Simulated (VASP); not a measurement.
# Zr3TiC4 (Pm-3m) in VASP: a series of runs

Runs on Zr3TiC4. Level: PBE. Tasks: single point, relaxation of cell and atoms.

Everything below comes from runs of VASP 6.6.1. Logs are shortened: lines on timing, memory, paths and dates and some standing lists are left out, and cuts for length are marked.

**1. The cell of the first run**

It takes space group Pm-3m (No. 221, cubic). The conventional cell has a = 4.631 Å, b = 4.631 Å, c = 4.631 Å, α = 90.00°, β = 90.00°, γ = 90.00°. Zr (site symmetry 4/mmm) has 6 C at 2.32 Å within 3.1 Å. Ti (site symmetry m-3m) has 6 C at 2.32 Å within 3.1 Å. Within 3.1 Å of C (site symmetry m-3m) lie 6 Zr at 2.32 Å. C (site symmetry 4/mmm) has 4 Zr at 2.32 Å and 2 Ti at 2.32 Å within 3.1 Å.

**2. Single point, PBE**

File INCAR:

```
SYSTEM = Zr3TiC4
PREC = Accurate
ENCUT = 520
EDIFF = 1E-7
ISMEAR = 0
SIGMA = 0.1
LREAL = .FALSE.
LASPH = .TRUE.
NELM = 100
ALGO = Normal
ISIF = 2
LWAVE = .FALSE.
LCHARG = .FALSE.
GGA = PE
NBANDS = 42
```

File KPOINTS:

```
regular mesh
0
G
  4 4 4
  0 0 0
```

File POSCAR:

```
Zr3TiC4
1.0
    4.6313393924      0.0000000000      0.0000000000
    0.0000000000      4.6313393924      0.0000000000
    0.0000000000      0.0000000000      4.6313393924
Zr Ti C
3 1 4
Direct
    0.5000000000      0.0000000000      0.5000000000
    0.0000000000      0.5000000000      0.5000000000
    0.5000000000      0.5000000000      0.0000000000
    0.0000000000      0.0000000000      0.0000000000
    0.5000000000      0.5000000000      0.5000000000
    0.0000000000      0.5000000000      0.0000000000
    0.5000000000      0.0000000000      0.0000000000
    0.0000000000      0.0000000000      0.5000000000
```

Potentials or basis: VASP PAW PBE potentials, release 64 (Zr_sv, Ti_sv, C).

Launch:

```
> cat potpaw_PBE.64/Zr_sv/POTCAR potpaw_PBE.64/Ti_sv/POTCAR potpaw_PBE.64/C/POTCAR > POTCAR
> mpirun -np 1 vasp_std > vasp.out
```

OUTCAR:

```text
SYSTEM = Zr3TiC4
   PREC = Accurate
   ENCUT = 520
   EDIFF = 1E-7
   ISMEAR = 0
   LREAL = .FALSE.
   LASPH = .TRUE.
   NELM = 100
   ISIF = 2
   GGA = PE

 ion  position               nearest neighbor table
   1  0.500  0.000  0.500-   5 2.32   7 2.32   8 2.32   7 2.32   5 2.32   8 2.32   3 3.27   4 3.27
                             2 3.27   2 3.27   3 3.27   3 3.27   3 3.27   2 3.27   4 3.27   4 3.27
   2  0.000  0.500  0.500-   5 2.32   6 2.32   8 2.32   6 2.32   8 2.32   5 2.32   3 3.27   4 3.27
                             1 3.27   1 3.27   4 3.27   3 3.27   4 3.27   1 3.27   3 3.27   4 3.27
   3  0.500  0.500  0.000-   5 2.32   6 2.32   7 2.32   5 2.32   7 2.32   6 2.32   1 3.27   2 3.27
                             1 3.27   1 3.27   4 3.27   2 3.27   1 3.27   2 3.27   4 3.27   4 3.27
   4  0.000  0.000  0.000-   6 2.32   7 2.32   8 2.32   8 2.32   6 2.32   7 2.32   1 3.27   2 3.27
                             1 3.27   2 3.27   3 3.27   2 3.27   2 3.27   1 3.27   3 3.27   3 3.27
   5  0.500  0.500  0.500-   1 2.32   2 2.32   3 2.32   3 2.32   1 2.32   2 2.32
   6  0.000  0.500  0.000-   2 2.32   3 2.32   4 2.32   2 2.32   4 2.32   3 2.32
   7  0.500  0.000  0.000-   1 2.32   3 2.32   4 2.32   1 2.32   3 2.32   4 2.32
   8  0.000  0.000  0.500-   1 2.32   2 2.32   4 2.32   4 2.32   2 2.32   1 2.32

  LATTYP: Found a simple cubic cell.
 ALAT       =     4.6313393924

  Lattice vectors:

 A1 = (   4.6313393924,   0.0000000000,   0.0000000000)
 A2 = (   0.0000000000,   4.6313393924,   0.0000000000)
 A3 = (   0.0000000000,   0.0000000000,   4.6313393924)

Analysis of symmetry for initial positions (statically):
=====================================================================
 Subroutine PRICEL returns:
 Original cell was already a primitive cell.

 Routine SETGRP: Setting up the symmetry group for a
 simple cubic supercell.

 Subroutine GETGRP returns: Found 48 space group operations
 (whereof 48 operations were pure point group operations)
 out of a pool of 48 trial point group operations.

The static configuration has the point symmetry O_h .

Analysis of symmetry for dynamics (positions and initial velocities):
=====================================================================
 Subroutine PRICEL returns:
 Original cell was already a primitive cell.

 Routine SETGRP: Setting up the symmetry group for a
 simple cubic supercell.

 Subroutine GETGRP returns: Found 48 space group operations
 (whereof 48 operations were pure point group operations)
 out of a pool of 48 trial point group operations.

The dynamic configuration has the point symmetry O_h .

 Subroutine INISYM returns: Found 48 space group operations
 (whereof 48 operations are pure point group operations),
 and found     1 'primitive' translations

----------------------------------------------------------------------------------------

                                     Primitive cell

  volume of cell :      99.3390

  direct lattice vectors                    reciprocal lattice vectors
     4.631339392  0.000000000  0.000000000     0.215920259  0.000000000  0.000000000
     0.000000000  4.631339392  0.000000000     0.000000000  0.215920259  0.000000000
     0.000000000  0.000000000  4.631339392     0.000000000  0.000000000  0.215920259

  length of vectors
     4.631339392  4.631339392  4.631339392     0.215920259  0.215920259  0.215920259

  position of ions in fractional coordinates (direct lattice)
     0.500000000  0.000000000  0.500000000
     0.000000000  0.500000000  0.500000000
     0.500000000  0.500000000  0.000000000
     0.000000000  0.000000000  0.000000000
     0.500000000  0.500000000  0.500000000
     0.000000000  0.500000000  0.000000000
     0.500000000  0.000000000  0.000000000
     0.000000000  0.000000000  0.500000000

  ion indices of the primitive-cell ions
   primitive index   ion index
                 1           1
                 2           2
                 3           3
                 4           4
                 5           5
                 6           6
                 7           7
                 8           8

----------------------------------------------------------------------------------------

 KPOINTS: regular mesh

Automatic generation of k-mesh.
 Grid dimensions read from file:
 generate k-points for:    4    4    4

 Generating k-lattice:

  Cartesian coordinates                     Fractional coordinates (reciprocal lattice)
     0.053980065  0.000000000  0.000000000     0.250000000  0.000000000  0.000000000
     0.000000000  0.053980065  0.000000000     0.000000000  0.250000000  0.000000000
     0.000000000  0.000000000  0.053980065     0.000000000  0.000000000  0.250000000

  Length of vectors
     0.053980065  0.053980065  0.053980065

  Shift w.r.t. Gamma in fractional coordinates (k-lattice)
     0.000000000  0.000000000  0.000000000

 Subroutine IBZKPT returns following result:
 ===========================================

 Found     10 irreducible k-points:

 Following reciprocal coordinates:
            Coordinates               Weight
  0.000000  0.000000  0.000000      1.000000
  0.250000  0.000000  0.000000      6.000000
  0.500000  0.000000  0.000000      3.000000
  0.250000  0.250000  0.000000     12.000000
  0.500000  0.250000  0.000000     12.000000
  0.500000  0.500000  0.000000      3.000000
  0.250000  0.250000  0.250000      8.000000
  0.500000  0.250000  0.250000     12.000000
  0.500000  0.500000  0.250000      6.000000
  0.500000  0.500000  0.500000      1.000000
   k-points           NKPTS =     10   k-points in BZ     NKDIM =     10   number of bands    NBANDS=     42
   number of dos      NEDOS =    301   number of ions     NIONS =      8
   total plane-waves  NPLWV =  46656
   dimension x,y,z NGX =    36 NGY =   36 NGZ =   36
   dimension x,y,z NGXF=    72 NGYF=   72 NGZF=   72
   ions per type =               3   1   4
   NGX,Y,Z   is equivalent  to a cutoff of  12.92, 12.92, 12.92 a.u.
   NGXF,Y,Z  is equivalent  to a cutoff of  25.85, 25.85, 25.85 a.u.
 SYSTEM =  Zr3TiC4
   PREC   = accura    normal or accurate (medium, high low for compatibility)
   ISTART =      0    job   : 0-new  1-cont  2-samecut
   ICHARG =      2    charge: 1-file 2-atom 10-const
   ISPIN  =      1    spin polarized calculation?
   LNONCOLLINEAR =      F non collinear calculations
   LSORBIT =      F    spin-orbit coupling
   LASPH  =      T    aspherical Exc in radial PAW
   ENCUT  =  520.0 eV  38.22 Ry    6.18 a.u.   8.61  8.61  8.61*2*pi/ulx,y,z
   NELM   =    100;   NELMIN=  2; NELMDL= -5     # of ELM steps
   EDIFF  = 0.1E-06   stopping-criterion for ELM
   LREAL  =      F    real-space projection
   EDIFFG = 0.1E-05   stopping-criterion for IOM
   NSW    =      0    number of steps for IOM
   IBRION =     -1    ionic relax: 0-MD 1-quasi-New 2-CG
   NFREE  =      0    steps in history (QN), initial steepest desc. (CG)
   ISIF   =      2    stress and relaxation
   ISYM   =      2    0-nonsym 1-usesym 2-fastsym
   POTIM  = 0.5000    time-step for ionic-motion
   TEBEG  =    0.0;   TEEND  =   0.0 temperature during run
   PSTRESS=    0.0 pullay stress
   NELECT =      64.0000    total number of electrons
   NUPDOWN=      -1.0000    fix difference up-down
   EMIN   =  10.00;   EMAX   =-10.00  energy-range for DOS
   EFERMI =   0.00;   METHOD = LEGACY
   ISMEAR =     0;   SIGMA  =   0.10  broadening in eV -4-tet -1-fermi 0-gaus
   EFERMI_NEDOS =   21; number of points for ismear=-14 and -15
   IALGO  =     38    algorithm
   IMIX   =      4    mixing-type and parameters
     AMIX     =   0.40;   BMIX     =  1.00
     AMIX_MAG =   1.60;   BMIX_MAG =  1.00
  volume/ion in A,a.u.               =      12.42        83.80
  Fermi-wavevector in a.u.,A,eV,Ry     =   1.413931  2.671942 27.200779  1.999201
  Thomas-Fermi vector in A             =   2.535526
   LORBIT       =      0    0 simple, 1 ext, 2 COOP (PROOUT), +10 PAW based schemes
   GGA     = PE    functional components
   LHFCALC =     F    Hartree Fock is set to
   AEXX    =    0.0000 exact exchange contribution
   IVDW    =     0    specifies the selected vdW correction
   LEPSILON=     F    determine dielectric tensor
   LRPA    =     F    only Hartree local field effects (RPA)
 non-spin polarized calculation
 Gauss-broadening in eV      SIGMA  =   0.10
  energy-cutoff  :      520.00
  volume of cell :       99.34
 maximum number of plane-waves:      2721
 NGX is ok and might be reduce to    36
   NGX = 17   NGY = 17   NGZ = 17

 number of electron      64.0000004 magnetization

 Free energy of the ion-electron system (eV)
  ---------------------------------------------------
  ext. energy  EPLUGINS =         0.00000000
  ---------------------------------------------------
  free energy    TOTEN  =       -76.67736307 eV

  energy without entropy =      -76.66135814  energy(sigma->0) =      -76.66936061

 E-fermi :   9.3560     XC(G=0): -12.1927

 val. band max:        9.3150444832   @ k =   0.0000   0.0000   0.0000
 cond. band min:       9.3755417222   @ k =   0.2500   0.0000   0.0000
 fundamental gap:      0.0604972390
 Fermi energy:         9.3559693323

 k-point     1 :       0.0000    0.0000    0.0000
  band No.  band energies     occupation
      1     -47.6393      2.00000
      2     -38.5157      2.00000
      3     -38.3928      2.00000
      4     -38.3928      2.00000
      5     -23.8680      2.00000
      6     -23.8680      2.00000
[... 34 lines left out ...]
     41      13.2152      0.00000
     42      13.2152      0.00000

 k-point     2 :       0.2500    0.0000    0.0000
  band No.  band energies     occupation
      1     -47.6392      2.00000
      2     -38.5002      2.00000
      3     -38.4085      2.00000
      4     -38.3926      2.00000
      5     -23.8683      2.00000
      6     -23.8674      2.00000
[... 34 lines left out ...]
     41      13.2479      0.00000
     42      13.4392      0.00000

 k-point     3 :       0.5000    0.0000    0.0000
  band No.  band energies     occupation
      1     -47.6392      2.00000
      2     -38.4750      2.00000
      3     -38.4338      2.00000
      4     -38.3925      2.00000
      5     -23.8686      2.00000
      6     -23.8669      2.00000
[... 34 lines left out ...]
     41      13.3849      0.00000
     42      13.5606      0.00000

 k-point     4 :       0.2500    0.2500    0.0000
  band No.  band energies     occupation
      1     -47.6392      2.00000
      2     -38.4864      2.00000
      3     -38.4132      2.00000
      4     -38.4016      2.00000
      5     -23.8691      2.00000
      6     -23.8678      2.00000
[... 34 lines left out ...]
     41      13.6841      0.00000
     42      13.8133      0.00000

 k-point     5 :       0.5000    0.2500    0.0000
  band No.  band energies     occupation
      1     -47.6392      2.00000
      2     -38.4629      2.00000
      3     -38.4337      2.00000
      4     -38.4045      2.00000
      5     -23.8694      2.00000
      6     -23.8686      2.00000
[... 34 lines left out ...]
     41      13.5818      0.00000
     42      13.7389      0.00000

 k-point     6 :       0.5000    0.5000    0.0000
  band No.  band energies     occupation
      1     -47.6392      2.00000
      2     -38.4336      2.00000
      3     -38.4336      2.00000
      4     -38.4336      2.00000
      5     -23.8702      2.00000
      6     -23.8702      2.00000
[... 34 lines left out ...]
     41      13.9405      0.00000
     42      14.0874      0.00000

 k-point     7 :       0.2500    0.2500    0.2500
  band No.  band energies     occupation
      1     -47.6392      2.00000
      2     -38.4748      2.00000
      3     -38.4131      2.00000
      4     -38.4131      2.00000
      5     -23.8692      2.00000
      6     -23.8692      2.00000
[... 34 lines left out ...]
     41      13.8234      0.00000
     42      14.4036      0.00000

 k-point     8 :       0.5000    0.2500    0.2500
  band No.  band energies     occupation
      1     -47.6392      2.00000
      2     -38.4542      2.00000
      3     -38.4336      2.00000
      4     -38.4129      2.00000
      5     -23.8702      2.00000
      6     -23.8694      2.00000
[... 34 lines left out ...]
     41      13.6683      0.00000
     42      13.7421      0.00000

 k-point     9 :       0.5000    0.5000    0.2500
  band No.  band energies     occupation
      1     -47.6391      2.00000
      2     -38.4334      2.00000
      3     -38.4334      2.00000
      4     -38.4334      2.00000
      5     -23.8711      2.00000
      6     -23.8711      2.00000
[... 34 lines left out ...]
     41      13.7756      0.00000
     42      14.5063      0.00000

 k-point    10 :       0.5000    0.5000    0.5000
  band No.  band energies     occupation
      1     -47.6391      2.00000
      2     -38.4332      2.00000
      3     -38.4332      2.00000
      4     -38.4332      2.00000
      5     -23.8719      2.00000
      6     -23.8719      2.00000
[... 34 lines left out ...]
     41      14.8525      0.00000
     42      14.8562      0.00000

------------------------ aborting loop because EDIFF is reached ----------------------------------------

  FORCE on cell =-STRESS in cart. coord.  units (eV):
  Direction    XX          YY          ZZ          XY          YZ          ZX
  --------------------------------------------------------------------------------------
  -------------------------------------------------------------------------------------
  Total        0.0629819      0.0629819      0.0629819      0.0000000      0.0000000     -0.0000000
  in kB        1.0157963      1.0157963      1.0157963      0.0000000      0.0000000     -0.0000000
  external PRESSURE =       1.0157963 kB  Pullay stress =       0.0000000 kB

 VOLUME and BASIS-vectors are now :
 -----------------------------------------------------------------------------
  energy-cutoff  :      520.00
  volume of cell :       99.34
      direct lattice vectors                 reciprocal lattice vectors
     4.631339392  0.000000000  0.000000000     0.215920259  0.000000000  0.000000000
     0.000000000  4.631339392  0.000000000     0.000000000  0.215920259  0.000000000
     0.000000000  0.000000000  4.631339392     0.000000000  0.000000000  0.215920259

 POSITION                                       TOTAL-FORCE (eV/Angst)
 -----------------------------------------------------------------------------------
      2.31567      0.00000      2.31567         0.000000      0.000000      0.000000
      0.00000      2.31567      2.31567         0.000000      0.000000      0.000000
      2.31567      2.31567      0.00000         0.000000      0.000000      0.000000
      0.00000      0.00000      0.00000         0.000000      0.000000      0.000000
      2.31567      2.31567      2.31567         0.000000      0.000000      0.000000
      0.00000      2.31567      0.00000         0.000000      0.000000      0.000000
      2.31567      0.00000      0.00000         0.000000      0.000000      0.000000
      0.00000      0.00000      2.31567         0.000000      0.000000      0.000000
 -----------------------------------------------------------------------------------
    total drift:                                0.000000      0.000000      0.000000

  FREE ENERGIE OF THE ION-ELECTRON SYSTEM (eV)
  ---------------------------------------------------
  free  energy   TOTEN  =       -76.6773630749 eV

  energy  without entropy=      -76.6613581378  energy(sigma->0) =      -76.66936061
```

It took 54 s on 1 thread of Intel Xeon Platinum 8259CL at 2.50GHz (Skylake/Cascade Lake), shared host; peak memory 0.21 GiB.

What came out:

* Free energy: -76.6774 eV
* Pressure: 0.1 GPa
* Band gap on the k mesh: zero (bands 32 and 33 overlap by 0.57 eV)

**3. Single point, PBE**

File INCAR:

```
SYSTEM = Zr3TiC4
  ALGO = Normal
  EDIFF = 1E-6
  ENCUT = 520
  GGA = PE
  ISIF = 2
  ISMEAR = 0
  LASPH = .TRUE.
  LCHARG = .FALSE.
  LREAL = .FALSE.
  LWAVE = .FALSE.
  NBANDS = 42
  NELM = 60
  PREC = Accurate
  SIGMA = 0.1
```

File KPOINTS:

```
k-points
0
G
  8 8 8
  0 0 0
```

POSCAR is that of step 2.

Potentials or basis: VASP PAW PBE potentials, release 64 (Zr_sv, Ti_sv, C).

Launch:

```
> cat potpaw_PBE.64/Zr_sv/POTCAR potpaw_PBE.64/Ti_sv/POTCAR potpaw_PBE.64/C/POTCAR > POTCAR
> mpirun -np 1 vasp_std > vasp.out
```

Wall time 2.7 min (1 thread of Intel Xeon Platinum 8259CL at 2.50GHz (Skylake/Cascade Lake), shared host); peak memory 0.28 GiB.

It converged, with:

| Quantity | Value |
| --- | --- |
| Free energy | -76.5834 eV |
| Pressure | 0.3 GPa |
| Band gap on the k mesh | zero (bands 32 and 33 overlap by 0.72 eV) |

Levels at points of the mesh, in eV from the Fermi level:
| k point | band 28 | band 29 | band 30 | band 31 | band 32 | band 33 | band 34 | band 35 | band 36 | band 37 |
| --- | --- | --- | --- | --- | --- | --- | --- | --- | --- | --- |
| (0.00, 0.00, 0.00) | -0.10 | -0.10 | 0.24 | 0.24 | 0.24 | 0.90 | 0.90 | 0.90 | 1.07 | 1.07 |
| (0.50, 0.00, 0.00) | -2.17 | -0.62 | -0.54 | -0.38 | -0.38 | -0.33 | -0.33 | 2.13 | 2.41 | 2.41 |
| (0.50, 0.50, 0.00) | -2.65 | -2.22 | -2.19 | -2.05 | -2.05 | 2.02 | 2.02 | 2.61 | 3.01 | 3.30 |
| (0.50, 0.50, 0.50) | -2.96 | -2.96 | -2.96 | -2.54 | -2.54 | 2.52 | 2.52 | 2.52 | 4.27 | 4.27 |

**4. Single point, PBE, collinear spin**

File INCAR:

```
SYSTEM = Zr3TiC4
PREC = Accurate ; ENCUT = 520
EDIFF = 1E-6 ; ISMEAR = 0
SIGMA = 0.1 ; LREAL = .False.
LASPH = .True. ; NELM = 150
ALGO = Normal ; ISIF = 2
LWAVE = .False. ; LCHARG = .False.
ISPIN = 2 ; MAGMOM = 1 1 1 1 0 0 0 0
LORBIT = 11 ; LMAXMIX = 4
GGA = PE ; NBANDS = 46
```

File KPOINTS:

```
Automatic mesh
0
Gamma
  4 4 4
  0 0 0
```

POSCAR is that of step 3.

Launch:

```
> cat potpaw_PBE.64/Zr_sv/POTCAR potpaw_PBE.64/Ti_sv/POTCAR potpaw_PBE.64/C/POTCAR > POTCAR
> mpirun -np 1 vasp_std > vasp.out
```

It took 2.1 min on 1 thread of Intel Xeon Platinum 8259CL at 2.50GHz (Skylake/Cascade Lake), shared host; peak memory 0.27 GiB.

Results (log left out):

```yaml
Free_energy: -76.6774 eV
Pressure: 0.1 GPa
Band_gap_on_the_k_mesh: zero (filled and empty bands overlap)
Net_moment: 0.00 μB per cell
Valence_electrons_inside_the_program's_atomic_spheres: Zr 9.90; Ti 10.14; C 2.39, 2.35 (each value once)
```

Levels at points of the mesh, in eV from the Fermi level:
Spin up:
```csv
k point,band 29,band 30,band 31,band 32,band 33,band 34,band 35,band 36
"(0.00, 0.00, 0.00)",-0.04,0.29,0.29,0.29,0.95,0.95,0.95,1.12
"(0.50, 0.00, 0.00)",-0.55,-0.49,-0.33,-0.33,-0.28,-0.28,2.17,2.46
"(0.50, 0.50, 0.00)",-2.15,-2.15,-2.00,-2.00,2.07,2.07,2.65,3.06
"(0.50, 0.50, 0.50)",-2.90,-2.90,-2.49,-2.49,2.57,2.57,2.57,4.32
```
Spin down:
| k point | band 28 | band 29 | band 30 | band 31 | band 32 | band 33 | band 34 | band 35 | band 36 | band 37 |
| --- | --- | --- | --- | --- | --- | --- | --- | --- | --- | --- |
| (0.00, 0.00, 0.00) | -0.04 | -0.04 | 0.29 | 0.29 | 0.29 | 0.95 | 0.95 | 0.95 | 1.12 | 1.12 |
| (0.50, 0.00, 0.00) | -2.11 | -0.55 | -0.49 | -0.33 | -0.33 | -0.28 | -0.28 | 2.17 | 2.46 | 2.46 |
| (0.50, 0.50, 0.00) | -2.60 | -2.15 | -2.15 | -2.00 | -2.00 | 2.07 | 2.07 | 2.65 | 3.06 | 3.37 |
| (0.50, 0.50, 0.50) | -2.90 | -2.90 | -2.90 | -2.49 | -2.49 | 2.57 | 2.57 | 2.57 | 4.32 | 4.32 |

[end of part 1 of 2]
